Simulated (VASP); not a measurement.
# SiC (P6_3mc) in VASP: further runs

The runs below take SiC through single point, with PBE.

Everything below comes from runs of VASP 6.6.1. Logs are shortened: lines on timing, memory, paths and dates and some standing lists are left out, and cuts for length are marked.

## Step 1: The cell of the first run

It takes space group P6_3mc (No. 186, hexagonal). Conventional cell: a = 2.970 Å, b = 2.970 Å, c = 10.940 Å, α = 90.00°, β = 90.00°, γ = 120.00°. Within 2.5 Å of Si (site symmetry 3m) lie 4 C at 1.85 to 2.06 Å. Si (site symmetry 3m) has 4 C at 1.84 to 2.05 Å within 2.4 Å. C (site symmetry 3m) has 4 Si at 1.84 to 2.06 Å within 2.4 Å. C (site symmetry 3m) has 4 Si at 1.85 to 2.05 Å within 2.5 Å.

## Step 2: Single point, PBE (strain -0.040 along x and y, +0.080 along z)

Contents of INCAR:

```
PREC = Accurate
ENCUT = 520
EDIFF = 1E-7
ISMEAR = 0
SIGMA = 0.05
LREAL = F
LASPH = T
NELM = 100
ALGO = Normal
ISIF = 2
LWAVE = F
LCHARG = T
GGA = PE
LELF = T
LVHAR = T
NBANDS = 26
```

Contents of KPOINTS:

```
regular mesh
0
Gamma
  12 12 4
```

Contents of POSCAR:

```
SiC
1.0
    2.9703553735      0.0000000000      0.0000000000
   -1.4851776867      2.5724032117      0.0000000000
    0.0000000000      0.0000000000     10.9396863344
Si C
4 4
Direct
    0.6666666667      0.3333333333      0.9378441878
    0.3333333333      0.6666666667      0.4378441878
    0.0000000000      0.0000000000      0.6878995565
    0.0000000000      0.0000000000      0.1878995565
    0.6666666667      0.3333333333      0.7498074459
    0.3333333333      0.6666666667      0.2498074459
    0.0000000000      0.0000000000      0.5004478098
    0.0000000000      0.0000000000      0.0004478098
```

Potentials or basis: VASP PAW PBE potentials, release 64 (Si, C).

Run with:

```bash
$ cat potpaw_PBE.64/Si/POTCAR potpaw_PBE.64/C/POTCAR > POTCAR
$ mpirun -np 1 vasp_std > vasp.out
```

OUTCAR:

```text
PREC = Accurate
   ENCUT = 520
   EDIFF = 1E-7
   ISMEAR = 0
   LREAL = F
   LASPH = T
   NELM = 100
   ISIF = 2
   GGA = PE

 ion  position               nearest neighbor table
   1  0.667  0.333  0.938-   8 1.85   8 1.85   8 1.85   5 2.06
   2  0.333  0.667  0.438-   7 1.85   7 1.85   7 1.85   6 2.06
   3  0.000  0.000  0.688-   5 1.84   5 1.84   5 1.84   7 2.05
   4  0.000  0.000  0.188-   6 1.84   6 1.84   6 1.84   8 2.05
   5  0.667  0.333  0.750-   3 1.84   3 1.84   3 1.84   1 2.06
   6  0.333  0.667  0.250-   4 1.84   4 1.84   4 1.84   2 2.06
   7  0.000  0.000  0.500-   2 1.85   2 1.85   2 1.85   3 2.05
   8  0.000  0.000  0.000-   1 1.85   1 1.85   1 1.85   4 2.05

  LATTYP: Found a hexagonal cell.
 ALAT       =     2.9703553735
 C/A-ratio  =     3.6829553905

  Lattice vectors:

 A1 = (   2.9703553735,   0.0000000000,   0.0000000000)
 A2 = (  -1.4851776867,   2.5724032117,   0.0000000000)
 A3 = (   0.0000000000,   0.0000000000,  10.9396863344)

Analysis of symmetry for initial positions (statically):
=====================================================================
 Subroutine PRICEL returns:
 Original cell was already a primitive cell.

 Routine SETGRP: Setting up the symmetry group for a
 hexagonal supercell.

 Subroutine GETGRP returns: Found 12 space group operations
 (whereof  6 operations were pure point group operations)
 out of a pool of 24 trial point group operations.

The static configuration has the point symmetry C_3v.
 The point group associated with its full space group is C_6v.

Analysis of symmetry for dynamics (positions and initial velocities):
=====================================================================
 Subroutine PRICEL returns:
 Original cell was already a primitive cell.

 Routine SETGRP: Setting up the symmetry group for a
 hexagonal supercell.

 Subroutine GETGRP returns: Found 12 space group operations
 (whereof  6 operations were pure point group operations)
 out of a pool of 24 trial point group operations.

The dynamic configuration has the point symmetry C_3v.
 The point group associated with its full space group is C_6v.

 Subroutine INISYM returns: Found 12 space group operations
 (whereof  6 operations are pure point group operations),
 and found     1 'primitive' translations

----------------------------------------------------------------------------------------

                                     Primitive cell

  volume of cell :      83.5896

  direct lattice vectors                    reciprocal lattice vectors
     2.970355373  0.000000000  0.000000000     0.336660054  0.194370773  0.000000000
    -1.485177687  2.572403212  0.000000000     0.000000000  0.388741545  0.000000000
     0.000000000  0.000000000 10.939686334     0.000000000  0.000000000  0.091410299

  length of vectors
     2.970355373  2.970355373 10.939686334     0.388741545  0.388741545  0.091410299

  position of ions in fractional coordinates (direct lattice)
     0.666666667  0.333333333  0.937844188
     0.333333333  0.666666667  0.437844188
     0.000000000  0.000000000  0.687899556
     0.000000000  0.000000000  0.187899556
     0.666666667  0.333333333  0.749807446
     0.333333333  0.666666667  0.249807446
     0.000000000  0.000000000  0.500447810
     0.000000000  0.000000000  0.000447810

  ion indices of the primitive-cell ions
   primitive index   ion index
                 1           1
                 2           2
                 3           3
                 4           4
                 5           5
                 6           6
                 7           7
                 8           8

----------------------------------------------------------------------------------------

 KPOINTS: regular mesh

Automatic generation of k-mesh.
 Grid dimensions read from file:
 generate k-points for:   12   12    4

 Generating k-lattice:

  Cartesian coordinates                     Fractional coordinates (reciprocal lattice)
     0.028055004  0.016197564  0.000000000     0.083333333  0.000000000  0.000000000
     0.000000000  0.032395129  0.000000000     0.000000000  0.083333333  0.000000000
     0.000000000  0.000000000  0.022852575     0.000000000  0.000000000  0.250000000

  Length of vectors
     0.032395129  0.032395129  0.022852575

  Shift w.r.t. Gamma in fractional coordinates (k-lattice)
     0.000000000  0.000000000  0.000000000

 Subroutine IBZKPT returns following result:
 ===========================================

 Found     57 irreducible k-points:

 Following reciprocal coordinates:
            Coordinates               Weight
  0.000000  0.000000  0.000000      1.000000
  0.083333  0.000000  0.000000      6.000000
  0.166667  0.000000  0.000000      6.000000
  0.250000 -0.000000  0.000000      6.000000
  0.333333  0.000000  0.000000      6.000000
  0.416667  0.000000  0.000000      6.000000
[... 16 lines left out ...]
  0.250000 -0.000000  0.250000     12.000000
[... 78 lines left out ...]
      1      -7.3861      2.00000
      2      -6.4337      2.00000
      3      -6.4315      2.00000
      4      -4.7565      2.00000
      5      -0.6131      2.00000
      6       2.8629      2.00000
[... 18 lines left out ...]
     25      16.3368      0.00000
     26      16.3663      0.00000

 k-point     2 :       0.0833    0.0000    0.0000
  band No.  band energies     occupation
      1      -7.2550      2.00000
      2      -6.3057      2.00000
      3      -6.3032      2.00000
      4      -4.6377      2.00000
      5      -0.4880      2.00000
      6       2.9528      2.00000
[... 18 lines left out ...]
     25      16.4272      0.00000
     26      16.4280      0.00000

 k-point     3 :       0.1667    0.0000    0.0000
  band No.  band energies     occupation
      1      -6.8647      2.00000
      2      -5.9258      2.00000
      3      -5.9222      2.00000
      4      -4.2873      2.00000
      5      -0.1204      2.00000
      6       3.1801      2.00000
[... 18 lines left out ...]
     25      16.9281      0.00000
     26      17.4091      0.00000

 k-point     4 :       0.2500   -0.0000    0.0000
  band No.  band energies     occupation
      1      -6.2262      2.00000
      2      -5.3088      2.00000
      3      -5.3020      2.00000
      4      -3.7302      2.00000
      5       0.4526      2.00000
      6       3.0813      2.00000
[... 18 lines left out ...]
     25      16.6447      0.00000
     26      17.2420      0.00000

 k-point     5 :       0.3333    0.0000    0.0000
  band No.  band energies     occupation
      1      -5.3663      2.00000
      2      -4.4935      2.00000
      3      -4.4782      2.00000
      4      -3.0420      2.00000
      5       0.9508      2.00000
      6       1.7319      2.00000
[... 18 lines left out ...]
     25      16.1844      0.00000
     26      16.6094      0.00000

 k-point     6 :       0.4167    0.0000    0.0000
  band No.  band energies     occupation
      1      -4.3625      2.00000
      2      -3.6130      2.00000
      3      -3.5647      2.00000
      4      -2.4968      2.00000
      5       0.1632      2.00000
      6       0.5670      2.00000
[... 427 lines left out ...]
 k-point    21 :       0.0833    0.0000    0.2500
  band No.  band energies     occupation
      1      -7.1934      2.00000
      2      -6.7100      2.00000
      3      -5.8154      2.00000
      4      -4.8337      2.00000
      5      -0.1771      2.00000
      6       1.7087      2.00000
[... 18 lines left out ...]
     25      16.3884      0.00000
     26      16.3937      0.00000

 k-point    22 :       0.1667    0.0000    0.2500
  band No.  band energies     occupation
      1      -6.8036      2.00000
      2      -6.3250      2.00000
      3      -5.4414      2.00000
      4      -4.4781      2.00000
      5       0.1805      2.00000
      6       2.0015      2.00000
[... 18 lines left out ...]
     25      16.8909      0.00000
     26      17.1357      0.00000

 k-point    23 :       0.2500   -0.0000    0.2500
  band No.  band energies     occupation
      1      -6.1663      2.00000
      2      -5.6972      2.00000
      3      -4.8360      2.00000
      4      -3.9104      2.00000
      5       0.7264      2.00000
      6       2.3150      2.00000
[... 18 lines left out ...]
     25      16.7801      0.00000
     26      17.1255      0.00000

 k-point    24 :       0.3333    0.0000    0.2500
  band No.  band energies     occupation
      1      -5.3086      2.00000
      2      -4.8587      2.00000
      3      -4.0441      2.00000
      4      -3.1997      2.00000
      5       1.0783      2.00000
      6       1.6284      2.00000
[... 18 lines left out ...]
     25      16.3526      0.00000
     26      16.6477      0.00000

 [... further k-points ...]
[... 5 lines left out ...]
  --------------------------------------------------------------------------------------
  -------------------------------------------------------------------------------------
  Total       12.8029045     12.8029045    -17.7156769      0.0000000      0.0000000      0.0000000
  in kB      245.3955962    245.3955962   -339.5595964      0.0000000      0.0000000      0.0000000
  external PRESSURE =      50.4105320 kB  Pullay stress =       0.0000000 kB

 VOLUME and BASIS-vectors are now :
 -----------------------------------------------------------------------------
  energy-cutoff  :      520.00
  volume of cell :       83.59
      direct lattice vectors                 reciprocal lattice vectors
     2.970355373  0.000000000  0.000000000     0.336660054  0.194370773  0.000000000
    -1.485177687  2.572403212  0.000000000     0.000000000  0.388741545  0.000000000
     0.000000000  0.000000000 10.939686334     0.000000000  0.000000000  0.091410299

 POSITION                                       TOTAL-FORCE (eV/Angst)
 -----------------------------------------------------------------------------------
      1.48518      0.85747     10.25972         0.000000     -0.000000     -0.434886
     -0.00000      1.71494      4.78988        -0.000000     -0.000000     -0.434886
      0.00000      0.00000      7.52541        -0.000000      0.000000     -0.547555
      0.00000      0.00000      2.05556         0.000000     -0.000000     -0.547555
      1.48518      0.85747      8.20266         0.000000      0.000000      0.531399
     -0.00000      1.71494      2.73282        -0.000000     -0.000000      0.531399
      0.00000      0.00000      5.47474         0.000000      0.000000      0.451042
      0.00000      0.00000      0.00490        -0.000000     -0.000000      0.451042
 -----------------------------------------------------------------------------------
    total drift:                               -0.000000     -0.000000     -0.000140

  FREE ENERGIE OF THE ION-ELECTRON SYSTEM (eV)
  ---------------------------------------------------
  free  energy   TOTEN  =       -59.0142434568 eV

  energy  without entropy=      -59.0142434568  energy(sigma->0) =      -59.01424346
```

It took 1.8 min on 1 thread of Intel Xeon 6975P-C, shared host; peak memory 0.26 GiB.

What came out:

| Quantity | Value |
| --- | --- |
| Free energy | -59.0142 eV |
| Pressure | 5.0 GPa |
| Largest force | 0.548 eV/Å |
| Band gap on the k mesh | 1.52 eV, indirect (least direct gap 2.97 eV) |

Forces on the atoms (eV/Å):
```
Si   0.000  0.000 -0.435
Si   0.000  0.000 -0.435
Si   0.000  0.000 -0.548
Si   0.000  0.000 -0.548
C    0.000  0.000  0.531
C    0.000  0.000  0.531
C    0.000  0.000  0.451
C    0.000  0.000  0.451
```

Stress tensor (GPa, compression positive):
```
 24.54   0.00   0.00
  0.00  24.54   0.00
  0.00   0.00 -33.96
```

Levels at points of the mesh, in eV from the valence-band top:
```
           k point  band 12  band 13  band 14  band 15  band 16  band 17  band 18  band 19  band 20  band 21
(0.00, 0.00, 0.00)    -0.43    -0.35    -0.35     0.00     0.00     3.36     6.57     6.68     7.07     7.68
(0.50, 0.00, 0.00)    -2.84    -2.26    -2.24    -2.07    -1.45     1.52     2.21     4.21     4.42     4.68
(0.00, 0.00, 0.50)    -0.64    -0.12    -0.12    -0.12    -0.12     5.08     5.08     6.70     6.70     7.73
(0.50, 0.00, 0.50)    -2.82    -2.70    -2.70    -1.71    -1.71     2.34     2.34     3.90     3.90     5.14
```

Caveat: the cell differs from its parent crystal (strain -0.040 along x and y, +0.080 along z). A k mesh can miss the band edges.

## Step 3: Single point, PBE (strain +0.040 along x and y, -0.080 along z)

Contents of INCAR:

```
  PREC = Accurate
  ENCUT = 520
  EDIFF = 1E-7
  ISMEAR = 0
  SIGMA = 0.05
  LREAL = F
  LASPH = T
  NELM = 60
  ALGO = Normal
  ISIF = 2
  LWAVE = F
  LCHARG = F
  GGA = PE
  NBANDS = 26
```

Contents of KPOINTS:

```
Automatic mesh
0
Gamma
  12 12 4
```

POSCAR, as its differences from that of step 2:

```diff
@@ -2,5 +2,5 @@
 1.0
-    2.9703553735      0.0000000000      0.0000000000
-   -1.4851776867      2.5724032117      0.0000000000
-    0.0000000000      0.0000000000     10.9396863344
+    3.2178849880      0.0000000000      0.0000000000
+   -1.6089424940      2.7867701460      0.0000000000
+    0.0000000000      0.0000000000      9.3189920626
 Si C
```

Potentials or basis: VASP PAW PBE potentials, release 64 (Si, C).

Run with:

```bash
$ cat potpaw_PBE.64/Si/POTCAR potpaw_PBE.64/C/POTCAR > POTCAR
$ mpirun -np 1 vasp_std > vasp.out
```

It took 84 s on 1 thread of Intel Xeon 6975P-C, shared host; peak memory 0.24 GiB.

It converged, with:

| Property | Result |
| --- | --- |
| Free energy | -58.7403 eV |
| Pressure | 5.5 GPa |
| Largest force | 2.123 eV/Å |
| Band gap on the k mesh | 1.49 eV, indirect (least direct gap 2.52 eV) |

Forces in eV/Å, atoms in the order of the input:
```
Si   0.000  0.000  1.883
Si   0.000  0.000  1.883
Si   0.000  0.000  2.123
Si   0.000  0.000  2.123
C    0.000  0.000 -2.074
C    0.000  0.000 -2.074
C    0.000  0.000 -1.931
C    0.000  0.000 -1.931
```

Stress tensor (GPa, compression positive):
```
-18.76   0.00   0.00
  0.00 -18.76   0.00
  0.00   0.00  54.12
```

Levels at points of the mesh, in eV from the valence-band top:
| k point | band 13 | band 14 | band 15 | band 16 | band 17 | band 18 | band 19 | band 20 |
| --- | --- | --- | --- | --- | --- | --- | --- | --- |
| (0.00, 0.00, 0.00) | -1.21 | -0.32 | -0.32 | 0.00 | 3.04 | 3.90 | 4.89 | 5.27 |
| (0.50, 0.00, 0.00) | -2.83 | -1.81 | -1.37 | -1.03 | 1.49 | 2.17 | 3.64 | 5.10 |
| (0.00, 0.00, 0.50) | -0.66 | -0.66 | -0.66 | -0.66 | 3.35 | 3.35 | 5.31 | 5.31 |
| (0.50, 0.00, 0.50) | -2.46 | -2.46 | -1.70 | -1.70 | 1.94 | 1.94 | 4.32 | 4.32 |

Caveat: the cell differs from its parent crystal (strain +0.040 along x and y, -0.080 along z); forces of over 1 eV/Å act on the atoms, so gaps and moduli don't describe the material at rest. A k mesh can miss the band edges.

## Step 4: Single point, PBE (strain +0.000 along x and y, +0.040 along z)

Contents of INCAR:

```
SYSTEM = SiC
PREC     = Accurate       ! precision mode
ENCUT    = 520            ! plane-wave cutoff, eV
EDIFF    = 1E-6           ! SCF threshold, eV
ISMEAR   = 0              ! smearing method
SIGMA    = 0.05           ! smearing width, eV
LREAL    = .FALSE.        ! projectors in reciprocal space
LASPH    = .TRUE.         ! aspherical terms in the spheres
NELM     = 80             ! most SCF steps
ALGO     = Normal         ! electronic algorithm
ISIF     = 2              ! what is computed and relaxed
LWAVE    = .FALSE.        ! write WAVECAR
LCHARG   = .FALSE.        ! write CHGCAR
GGA      = PE             ! functional
NBANDS   = 26             ! bands
```

Contents of KPOINTS:

```
regular mesh
0
G
  12 12 4
  0 0 0
```

POSCAR, as its differences from that of step 3:

```diff
@@ -2,5 +2,5 @@
 1.0
-    3.2178849880      0.0000000000      0.0000000000
-   -1.6089424940      2.7867701460      0.0000000000
-    0.0000000000      0.0000000000      9.3189920626
+    3.0941201807      0.0000000000      0.0000000000
+   -1.5470600903      2.6795866789      0.0000000000
+    0.0000000000      0.0000000000     10.5345127664
 Si C
```

Run with:

```bash
$ cat potpaw_PBE.64/Si/POTCAR potpaw_PBE.64/C/POTCAR > POTCAR
$ mpirun -np 1 vasp_std > vasp.out
```

Wall time 76 s (1 thread of Intel Xeon 6975P-C, shared host); peak memory 0.25 GiB.

It converged, with:

| Item | Value |
| --- | --- |
| Free energy | -60.0348 eV |
| Pressure | -7.3 GPa |
| Largest force | 0.217 eV/Å |
| Band gap on the k mesh | 2.03 eV, indirect (least direct gap 3.25 eV) |

Forces in eV/Å, atoms in the order of the input:
```
Si   0.000  0.000 -0.160
Si   0.000  0.000 -0.160
Si   0.000  0.000 -0.217
Si   0.000  0.000 -0.217
C    0.000  0.000  0.202
C    0.000  0.000  0.202
C    0.000  0.000  0.176
C    0.000  0.000  0.176
```

Stress tensor (GPa, compression positive):
```
 -1.21   0.00   0.00
  0.00  -1.21   0.00
  0.00   0.00 -19.44
```

Levels at points of the mesh, in eV from the valence-band top:
```
           k point  band 12  band 13  band 14  band 15  band 16  band 17  band 18  band 19  band 20  band 21
(0.00, 0.00, 0.00)    -0.49    -0.49    -0.26     0.00     0.00     4.98     5.21     5.65     6.19     6.89
(0.50, 0.00, 0.00)    -2.36    -2.26    -2.25    -1.69    -1.22     2.03     2.37     4.15     4.23     4.96
(0.00, 0.00, 0.50)    -0.88    -0.17    -0.17    -0.17    -0.17     5.32     5.32     6.38     6.38     6.65
(0.50, 0.00, 0.50)    -2.81    -2.51    -2.51    -1.57    -1.57     2.62     2.62     3.96     3.96     5.52
```

Caveat: the cell differs from its parent crystal (strain +0.000 along x and y, +0.040 along z). A k mesh can miss the band edges.

## Step 5: The runs side by side

```tsv
cell	gap on the mesh (eV)	pressure (GPa)	largest force (eV/Å)
a = 2.970, b = 2.970, c = 10.940 Å, angles 90.0, 90.0, 120.0°, 8 atoms	1.52	5.0	0.55
a = 3.218, b = 3.218, c = 9.319 Å, angles 90.0, 90.0, 120.0°, 8 atoms	1.49	5.5	2.12
a = 3.094, b = 3.094, c = 10.535 Å, angles 90.0, 90.0, 120.0°, 8 atoms	2.03	-7.3	0.22
```

Alike in all rows: task single point; level PBE; potentials or basis VASP PAW PBE potentials, release 64 (Si, C); no spin polarisation; k mesh 12 × 12 × 4; cutoff (eV) 520; smearing gaussian 0.05 eV.

Caveats: forces of over 1 eV/Å act on the atoms, so gaps and moduli don't describe the material at rest (some runs).

Absolute energies hang on the potentials; compare differences alone.
